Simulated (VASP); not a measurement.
# SrCr2H2 in VASP: a series of runs

The runs below take SrCr2H2 through single point, density of states, with LDA+U.

Program: VASP 6.6.1. These are calculated values, not measurements. Logs are shortened: lines on timing, memory, paths and dates and some standing lists are left out, and cuts for length are marked.

## Step 1: The cell of the first run

The typed cell holds 5 atoms: a = 4.440 Å, b = 4.440 Å, c = 4.632 Å, α = 90.00°, β = 90.00°, γ = 60.00°.

## Step 2: Single point, LDA+U, collinear spin, antiferromagnetic start

Input file INCAR:

```
SYSTEM = SrCr2H2
PREC = Accurate ; ENCUT = 520
EDIFF = 1E-6 ; ISMEAR = -1
SIGMA = 0.1252 ; LREAL = .FALSE.
LASPH = .TRUE. ; NELM = 150
ALGO = Normal ; ISIF = 2
LWAVE = .FALSE. ; LCHARG = .TRUE.
ISPIN = 2 ; MAGMOM = 0.04 -0.04 -2.97 2.97 0
LORBIT = 11 ; LMAXMIX = 4
LDAU = .TRUE. ; LDAUTYPE = 2
LDAUL = -1 2 -1 ; LDAUU = 0 3.57 0
LDAUJ = 0 0 0 ; LDAUPRINT = 1
LELF = .TRUE. ; LVHAR = .TRUE.
ISYM = 0 ; NBANDS = 30
```

Input file KPOINTS:

```
Automatic mesh
0
G
  6 6 5
  0 0 0
```

Input file POSCAR:

```
SrCr2H2
1.0
    2.2199977000      3.8451441000      0.0000000000
   -2.2199977000      3.8451441000      0.0000000000
    0.0000000000      0.0000000000      4.6323985700
H Cr Sr
2 2 1
Direct
    0.3333000000      0.3334000000      0.0976000000
    0.6667000000      0.6666000000      0.9024000000
    0.3333000000      0.3334000000      0.4589000000
    0.6667000000      0.6666000000      0.5411000000
    0.0000000000      0.0000000000      0.0000000000
```

Potentials or basis: VASP PAW LDA potentials, release 64 (H, Cr_pv, Sr_sv).

Launch:

```
$ cat potpaw_LDA.64/H/POTCAR potpaw_LDA.64/Cr_pv/POTCAR potpaw_LDA.64/Sr_sv/POTCAR > POTCAR
$ mpirun -np 1 vasp_std > vasp.out
```

OUTCAR:

```text
SYSTEM = SrCr2H2
   PREC = Accurate
   ENCUT = 520
   EDIFF = 1E-6
   ISMEAR = -1
   LREAL = .FALSE.
   LASPH = .TRUE.
   NELM = 150
   ISIF = 2
   ISPIN = 2
   LORBIT = 11
   ISYM = 0

 ion  position               nearest neighbor table
   1  0.333  0.333  0.098-   3 1.67   5 2.60   5 2.60   5 2.60
   2  0.667  0.667  0.902-   4 1.67   5 2.60   5 2.60   5 2.60
   3  0.333  0.333  0.459-   1 1.67   4 2.59   4 2.59   4 2.59   5 3.33   5 3.33   5 3.33   5 3.59
                             5 3.59   5 3.59
   4  0.667  0.667  0.541-   2 1.67   3 2.59   3 2.59   3 2.59   5 3.33   5 3.33   5 3.33   5 3.59
                             5 3.59   5 3.59
   5  0.000  0.000  0.000-   2 2.60   1 2.60   2 2.60   1 2.60   2 2.60   1 2.60   3 3.33   4 3.33
                             4 3.33   3 3.33   4 3.33   3 3.33   4 3.59   3 3.59   3 3.59   4 3.59

IMPORTANT INFORMATION: All symmetrisations will be switched off!
NOSYMM: (Re-)initialisation of all symmetry stuff for point group C_1.

----------------------------------------------------------------------------------------

                                     Primitive cell

  volume of cell :      79.0863

  direct lattice vectors                    reciprocal lattice vectors
     2.219997700  3.845144100  0.000000000     0.225225459  0.130034138  0.000000000
    -2.219997700  3.845144100  0.000000000    -0.225225459  0.130034138  0.000000000
     0.000000000  0.000000000  4.632398570     0.000000000  0.000000000  0.215870890

  length of vectors
     4.439991322  4.439991322  4.632398570     0.260068038  0.260068038  0.215870890

  position of ions in fractional coordinates (direct lattice)
     0.333300000  0.333400000  0.097600000
     0.666700000  0.666600000  0.902400000
     0.333300000  0.333400000  0.458900000
     0.666700000  0.666600000  0.541100000
     0.000000000  0.000000000  0.000000000

  ion indices of the primitive-cell ions
   primitive index   ion index
                 1           1
                 2           2
                 3           3
                 4           4
                 5           5

----------------------------------------------------------------------------------------

 KPOINTS: Automatic mesh

Automatic generation of k-mesh.
 Grid dimensions read from file:
 generate k-points for:    6    6    5

 Generating k-lattice:

  Cartesian coordinates                     Fractional coordinates (reciprocal lattice)
     0.037537576  0.021672356  0.000000000     0.166666667  0.000000000  0.000000000
    -0.037537576  0.021672356  0.000000000     0.000000000  0.166666667  0.000000000
     0.000000000  0.000000000  0.043174178     0.000000000  0.000000000  0.200000000

  Length of vectors
     0.043344673  0.043344673  0.043174178

  Shift w.r.t. Gamma in fractional coordinates (k-lattice)
     0.000000000  0.000000000  0.000000000

 Subroutine IBZKPT returns following result:
 ===========================================

 Found     92 irreducible k-points:

 Following reciprocal coordinates:
            Coordinates               Weight
  0.000000  0.000000  0.000000      1.000000
  0.166667  0.000000  0.000000      2.000000
  0.166667  0.166667  0.000000      2.000000
  0.000000  0.166667  0.000000      2.000000
  0.333333  0.000000  0.000000      2.000000
  0.333333  0.333333  0.000000      2.000000
[... 16 lines left out ...]
  0.166667  0.166667  0.200000      2.000000
  0.000000  0.166667  0.200000      2.000000
 [... further k-points ...]
   k-points           NKPTS =     92   k-points in BZ     NKDIM =     92   number of bands    NBANDS=     30
   number of dos      NEDOS =    301   number of ions     NIONS =      5
   total plane-waves  NPLWV =  46656
   dimension x,y,z NGX =    36 NGY =   36 NGZ =   36
   dimension x,y,z NGXF=    72 NGYF=   72 NGZF=   72
   ions per type =               2   2   1
   NGX,Y,Z   is equivalent  to a cutoff of  13.48, 13.48, 12.92 a.u.
   NGXF,Y,Z  is equivalent  to a cutoff of  26.96, 26.96, 25.84 a.u.
 SYSTEM =  SrCr2H2
   PREC   = accura    normal or accurate (medium, high low for compatibility)
[... 31 lines left out ...]
  Thomas-Fermi vector in A             =   2.392902
   LORBIT       =     11    0 simple, 1 ext, 2 COOP (PROOUT), +10 PAW based schemes
 LDA+U is selected, type is set to LDAUTYPE =  2
   angular momentum for each species LDAUL =    -1    2   -1
   U (eV)           for each species LDAUU =   0.0  3.6  0.0
   J (eV)           for each species LDAUJ =   0.0  0.0  0.0
   GGA     = CA    functional components
   LHFCALC =     F    Hartree Fock is set to
   AEXX    =    0.0000 exact exchange contribution
   IVDW    =     0    specifies the selected vdW correction
   LEPSILON=     F    determine dielectric tensor
   LRPA    =     F    only Hartree local field effects (RPA)
 spin polarized calculation
  energy-cutoff  :      520.00
  volume of cell :       79.09
 maximum number of plane-waves:      2154
 NGX is ok and might be reduce to    36
   NGX = 17   NGY = 17   NGZ = 17

 number of electron      35.9999987 magnetization       0.0000031

atom =   3  type =  2  l = 2

 onsite density matrix

spin component  1

  0.0403 -0.0000 -0.0000 -0.0020 -0.0000
 -0.0000  0.0248  0.0000  0.0000 -0.0020
 -0.0000  0.0000  0.1073 -0.0000  0.0000
 -0.0020  0.0000 -0.0000  0.0248 -0.0000
 -0.0000 -0.0020  0.0000 -0.0000  0.0403

spin component  2

  0.8251 -0.0000 -0.0000 -0.0105  0.0000
 -0.0000  0.8320  0.0000 -0.0000 -0.0105
 -0.0000  0.0000  0.7185 -0.0000  0.0000
 -0.0105 -0.0000 -0.0000  0.8320 -0.0000
  0.0000 -0.0105  0.0000 -0.0000  0.8251

 occupancies and eigenvectors

  o =  0.0245  v = -0.1101  0.4887 -0.0001 -0.8632  0.0624  0.0000  0.0000  0.0000  0.0000  0.0000      0.0000  0.0000  0.0000  0.0000  0.0000  0.0000  0.0000  0.0000  0.0000  0.0000
  o =  0.0246  v = -0.0627 -0.8631  0.0000 -0.4886 -0.1108  0.0000  0.0000  0.0000  0.0000  0.0000      0.0000  0.0000  0.0000  0.0000  0.0000  0.0000  0.0000  0.0000  0.0000  0.0000
  o =  0.0405  v =  0.5214 -0.1083  0.0000 -0.0669  0.8438  0.0000  0.0000  0.0000  0.0000  0.0000      0.0000  0.0000  0.0000  0.0000  0.0000  0.0000  0.0000  0.0000  0.0000  0.0000
  o =  0.0405  v =  0.8439  0.0665  0.0004 -0.1077 -0.5214  0.0000  0.0000  0.0000  0.0000  0.0000      0.0000  0.0000  0.0000  0.0000  0.0000  0.0000  0.0000  0.0000  0.0000  0.0000
  o =  0.1073  v = -0.0003  0.0000  1.0000 -0.0001  0.0002  0.0000  0.0000  0.0000  0.0000  0.0000      0.0000  0.0000  0.0000  0.0000  0.0000  0.0000  0.0000  0.0000  0.0000  0.0000
  o =  0.7185  v =  0.0000  0.0000  0.0000  0.0000  0.0000 -0.0001  0.0000 -1.0000 -0.0000  0.0000      0.0000  0.0000  0.0000  0.0000  0.0000  0.0000  0.0000  0.0000  0.0000  0.0000
  o =  0.8175  v =  0.0000  0.0000  0.0000  0.0000  0.0000 -0.7254  0.2610  0.0001 -0.5249  0.3609      0.0000  0.0000  0.0000  0.0000  0.0000  0.0000  0.0000  0.0000  0.0000  0.0000
  o =  0.8175  v =  0.0000  0.0000  0.0000  0.0000  0.0000  0.3605  0.5257 -0.0000  0.2616  0.7248      0.0000  0.0000  0.0000  0.0000  0.0000  0.0000  0.0000  0.0000  0.0000  0.0000
  o =  0.8396  v =  0.0000  0.0000  0.0000  0.0000  0.0000 -0.3094  0.6879  0.0000  0.4267 -0.4990      0.0000  0.0000  0.0000  0.0000  0.0000  0.0000  0.0000  0.0000  0.0000  0.0000
  o =  0.8396  v =  0.0000  0.0000  0.0000  0.0000  0.0000  0.4981  0.4270 -0.0000 -0.6885 -0.3090      0.0000  0.0000  0.0000  0.0000  0.0000  0.0000  0.0000  0.0000  0.0000  0.0000

atom =   4  type =  2  l = 2

 onsite density matrix

spin component  1

  0.8251 -0.0000 -0.0000 -0.0105  0.0000
 -0.0000  0.8320 -0.0000 -0.0000 -0.0105
 -0.0000 -0.0000  0.7185 -0.0000  0.0000
 -0.0105 -0.0000 -0.0000  0.8320 -0.0000
  0.0000 -0.0105  0.0000 -0.0000  0.8251

spin component  2

  0.0403 -0.0000 -0.0000 -0.0020 -0.0000
 -0.0000  0.0248  0.0000  0.0000 -0.0020
 -0.0000  0.0000  0.1073 -0.0000  0.0000
 -0.0020  0.0000 -0.0000  0.0248 -0.0000
 -0.0000 -0.0020  0.0000 -0.0000  0.0403

 occupancies and eigenvectors

  o =  0.0245  v =  0.0000  0.0000  0.0000  0.0000  0.0000 -0.1097  0.4948 -0.0001 -0.8597  0.0631      0.0000  0.0000  0.0000  0.0000  0.0000  0.0000  0.0000  0.0000  0.0000  0.0000
  o =  0.0246  v =  0.0000  0.0000  0.0000  0.0000  0.0000 -0.0635 -0.8596 -0.0000 -0.4948 -0.1103      0.0000  0.0000  0.0000  0.0000  0.0000  0.0000  0.0000  0.0000  0.0000  0.0000
  o =  0.0405  v =  0.0000  0.0000  0.0000  0.0000  0.0000  0.5004 -0.1099  0.0000 -0.0642  0.8564      0.0000  0.0000  0.0000  0.0000  0.0000  0.0000  0.0000  0.0000  0.0000  0.0000
  o =  0.0405  v =  0.0000  0.0000  0.0000  0.0000  0.0000  0.8565  0.0638  0.0004 -0.1093 -0.5004      0.0000  0.0000  0.0000  0.0000  0.0000  0.0000  0.0000  0.0000  0.0000  0.0000
  o =  0.1073  v =  0.0000  0.0000  0.0000  0.0000  0.0000 -0.0003  0.0000  1.0000 -0.0001  0.0002      0.0000  0.0000  0.0000  0.0000  0.0000  0.0000  0.0000  0.0000  0.0000  0.0000
  o =  0.7185  v = -0.0001 -0.0000 -1.0000 -0.0000  0.0000  0.0000  0.0000  0.0000  0.0000  0.0000      0.0000  0.0000  0.0000  0.0000  0.0000  0.0000  0.0000  0.0000  0.0000  0.0000
  o =  0.8175  v = -0.7021  0.2925  0.0001 -0.5080  0.4042  0.0000  0.0000  0.0000  0.0000  0.0000      0.0000  0.0000  0.0000  0.0000  0.0000  0.0000  0.0000  0.0000  0.0000  0.0000
  o =  0.8175  v =  0.4039  0.5089 -0.0000  0.2930  0.7015  0.0000  0.0000  0.0000  0.0000  0.0000      0.0000  0.0000  0.0000  0.0000  0.0000  0.0000  0.0000  0.0000  0.0000  0.0000
  o =  0.8396  v = -0.2942  0.7005 -0.0000  0.4056 -0.5082  0.0000  0.0000  0.0000  0.0000  0.0000      0.0000  0.0000  0.0000  0.0000  0.0000  0.0000  0.0000  0.0000  0.0000  0.0000
  o =  0.8396  v =  0.5073  0.4059 -0.0000 -0.7012 -0.2937  0.0000  0.0000  0.0000  0.0000  0.0000      0.0000  0.0000  0.0000  0.0000  0.0000  0.0000  0.0000  0.0000  0.0000  0.0000

 number of electron      35.9999987 magnetization      -0.0000118

 Free energy of the ion-electron system (eV)
  ---------------------------------------------------
  ext. energy  EPLUGINS =         0.00000000
  ---------------------------------------------------
  free energy    TOTEN  =       -23.11218587 eV

  energy without entropy =      -23.00302541  energy(sigma->0) =      -23.05760564

 E-fermi :   3.7654     XC(G=0): -10.1382

 val. band max:        3.7389682939   @ k =   0.3333   0.3333   0.0000
 cond. band min:       3.8281830623   @ k =   0.3333  -0.1667  -0.2000
 fundamental gap:      0.0892147684
 Fermi energy:         3.7654312768

 spin component 1

 k-point     1 :       0.0000    0.0000    0.0000
  band No.  band energies     occupation
      1     -39.2523      1.00000
      2     -39.2402      1.00000
      3     -39.2401      1.00000
      4     -35.8861      1.00000
      5     -35.7764      1.00000
      6     -35.7763      1.00000
[... 1577 lines left out ...]
     29       9.8275      0.00000
     30      10.7870      0.00000

 [... further k-points ...]
[... 5 lines left out ...]
  --------------------------------------------------------------------------------------
  -------------------------------------------------------------------------------------
  Total       -0.5004553     -0.4991160      2.7840381      0.0011467     -0.0001522      0.0002726
  in kB      -10.1385253    -10.1113942     56.4007259      0.0232314     -0.0030833      0.0055224
  external PRESSURE =      12.0502688 kB  Pullay stress =       0.0000000 kB

 VOLUME and BASIS-vectors are now :
 -----------------------------------------------------------------------------
  energy-cutoff  :      520.00
  volume of cell :       79.09
      direct lattice vectors                 reciprocal lattice vectors
     2.219997700  3.845144100  0.000000000     0.225225459  0.130034138  0.000000000
    -2.219997700  3.845144100  0.000000000    -0.225225459  0.130034138  0.000000000
     0.000000000  0.000000000  4.632398570     0.000000000  0.000000000  0.215870890

 POSITION                                       TOTAL-FORCE (eV/Angst)
 -----------------------------------------------------------------------------------
     -0.00022      2.56356      0.45212         0.000288     -0.000166     -0.989907
      0.00022      5.12673      4.18028        -0.000287      0.000166      0.989894
     -0.00022      2.56356      2.12581         0.001560     -0.000906      0.967165
      0.00022      5.12673      2.50659        -0.001561      0.000905     -0.967149
      0.00000      0.00000      0.00000         0.000000      0.000001     -0.000003
 -----------------------------------------------------------------------------------
    total drift:                               -0.000000      0.000000      0.000008

  FREE ENERGIE OF THE ION-ELECTRON SYSTEM (eV)
  ---------------------------------------------------
  free  energy   TOTEN  =       -23.1121858669 eV

  energy  without entropy=      -23.0030254099  energy(sigma->0) =      -23.05760564

 total charge

# of ion       s       p       d       tot
------------------------------------------
    1        0.525   0.010   0.000   0.535
    2        0.525   0.010   0.000   0.535
    3        0.370   6.167   4.246  10.782
    4        0.370   6.167   4.246  10.782
    5        2.022   5.759   0.240   8.021
--------------------------------------------------
tot          3.812  18.113   8.731  30.656

 magnetization (x)

# of ion       s       p       d       tot
------------------------------------------
    1        0.039  -0.005   0.000   0.034
    2       -0.039   0.005   0.000  -0.034
    3       -0.056   0.004  -3.780  -3.832
    4        0.056  -0.004   3.780   3.832
    5       -0.000   0.000   0.000   0.000
--------------------------------------------------
tot          0.000   0.000   0.000   0.000
```

It took 4.3 min on 1 thread of Intel Xeon Platinum 8488C (Sapphire Rapids), shared host; peak memory 0.43 GiB.

What came out:

```
Free energy                                           : -23.1122 eV
Pressure                                              : 1.2 GPa
Largest force                                         : 0.990 eV/Å
Band gap on the k mesh                                : zero (filled and empty bands overlap)
Net moment                                            : 0.00 μB per cell
Site moments                                          : H +0.03, -0.03; Cr -3.83, +3.83; Sr +0.00 μB
Valence electrons inside the program's atomic spheres : H 0.54; Cr 10.78; Sr 8.02
```

Forces on the atoms (eV/Å):
```
H    0.000  0.000 -0.990
H    0.000  0.000  0.990
Cr   0.002 -0.001  0.967
Cr  -0.002  0.001 -0.967
Sr   0.000  0.000  0.000
```

Levels at points of the mesh, in eV from the Fermi level:
Spin up:
```
           k point  band 15  band 16  band 17  band 18  band 19  band 20  band 21  band 22
(0.00, 0.00, 0.00)    -2.04    -1.92    -1.92     0.85     1.50     1.50     2.82     2.82
(0.50, 0.00, 0.00)    -2.06    -1.84    -1.55    -0.68     0.83     2.51     2.90     3.01
(0.50, 0.50, 0.00)    -2.06    -1.84    -1.55    -0.68     0.83     2.51     2.90     3.01
(0.00, 0.50, 0.00)    -2.06    -1.84    -1.55    -0.68     0.83     2.51     2.90     3.01
```
Spin down:
```tsv
k point	band 14	band 15	band 16	band 17	band 18	band 19	band 20	band 21	band 22	band 23
(0.00, 0.00, 0.00)	-2.04	-2.04	-1.92	-1.92	0.85	1.50	1.50	2.82	2.82	3.02
(0.50, 0.00, 0.00)	-2.06	-2.06	-1.84	-1.55	-0.68	0.83	2.51	2.90	3.01	3.64
(0.50, 0.50, 0.00)	-2.06	-2.06	-1.84	-1.55	-0.68	0.83	2.51	2.90	3.01	3.64
(0.00, 0.50, 0.00)	-2.06	-2.06	-1.84	-1.55	-0.68	0.83	2.51	2.90	3.01	3.64
```

Eigenvalues of the final occupation matrices:
```tsv
site	spin	trace	eigenvalues
site 3 d	1	0.24	0.02 0.02 0.04 0.04 0.11
site 3 d	2	4.03	0.72 0.82 0.82 0.84 0.84
site 4 d	1	4.03	0.72 0.82 0.82 0.84 0.84
site 4 d	2	0.24	0.02 0.02 0.04 0.04 0.11
```

Caveat: the U is typed as a test and isn't derived for this compound.

(Continued in part 2 of 2.)
